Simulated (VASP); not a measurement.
A run of VASP 6.6.1 is set up as follows.

File INCAR:

```
PREC = Accurate
ENCUT = 600
EDIFF = 1E-6
ISMEAR = -1
SIGMA = 0.05
LREAL = F
LASPH = T
NELM = 80
ALGO = Normal
ISIF = 3
LWAVE = F
LCHARG = F
GGA = PS
IBRION = 2
NSW = 80
EDIFFG = -0.01
```

The input KPOINTS:

```
Automatic mesh
0
Gamma
  9 9 5
```

POSCAR

```
Ru
1.0
    2.7058000000      0.0000000000      0.0000000000
   -1.3529000000      2.3432915400      0.0000000000
    0.0000000000      0.0000000000      4.2819000000
Ru
2
Direct
    0.3333333300      0.6666666700      0.2500000000
    0.6666666700      0.3333333300      0.7500000000
```

Potentials or basis: VASP PAW PBE potentials, release 64 (Ru_pv).

Launch:

```console
$ cat potpaw_PBE.64/Ru_pv/POTCAR > POTCAR
$ mpirun -np 1 vasp_std > vasp.out
```

(1) Predict the relaxed cell.

(2) Predict the relaxed volume.

(3) Predict the band gap on the k mesh.

(4) What does it give for the space group after relaxing (to 0.05 Å)?

Answers

(1) a = 2.688 Å, b = 2.688 Å, c = 4.254 Å, α = 90.00°, β = 90.00°, γ = 120.00°.

(2) 13.31 Å³/atom.

(3) zero (band 14 reaches 14.57 eV, above the bottom of band 15 at 11.42 eV).

(4) P6_3/mmc (No. 194).

Caveat: the PAW data sets were made with another functional, which shifts forces and pressure a little.
